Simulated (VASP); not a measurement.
Input of a VASP 6.6.1 run:

Contents of INCAR:

```
SYSTEM = TePb
PREC     = Accurate       ! precision mode
ENCUT    = 500            ! plane-wave cutoff, eV
EDIFF    = 1E-6           ! SCF threshold, eV
ISMEAR   = 0              ! smearing method
SIGMA    = 0.05           ! smearing width, eV
LREAL    = .False.        ! projectors in reciprocal space
LASPH    = .True.         ! aspherical terms in the spheres
NELM     = 120            ! most SCF steps
ALGO     = Normal         ! electronic algorithm
ISIF     = 2              ! what is computed and relaxed
LWAVE    = .False.        ! write WAVECAR
LCHARG   = .False.        ! write CHGCAR
GGA      = PE             ! functional
IVDW     = 13             ! dispersion correction
NBANDS   = 17             ! bands
GGA_COMPAT= .False.
```

KPOINTS

```
regular mesh
0
Gamma
  6 6 6
  0 0 0
```

The input POSCAR:

```
TePb
1.0
    0.0000000000      3.2270013417      3.2270013417
    3.2270013417      0.0000000000      3.2270013417
    3.2270013417      3.2270013417      0.0000000000
Pb Te
1 1
Direct
    0.5000000000      0.5000000000      0.5000000000
    0.0000000000      0.0000000000      0.0000000000
```

Potentials or basis: VASP PAW PBE potentials, release 64 (Pb_d, Te).

Command:

```console
$ cat potpaw_PBE.64/Pb_d/POTCAR potpaw_PBE.64/Te/POTCAR > POTCAR
$ mpirun -np 1 vasp_std > vasp.out
```

(1) Predict the band gap on the k mesh.

(2) Estimate the dispersion energy per atom.

(3) What does it give for the pressure?

## Answers

(1) 0.73 eV, direct.

(2) -0.439 eV.

(3) 0.3 GPa.

Caveat: spin-orbit coupling is left out, which moves the levels of the heavy elements.
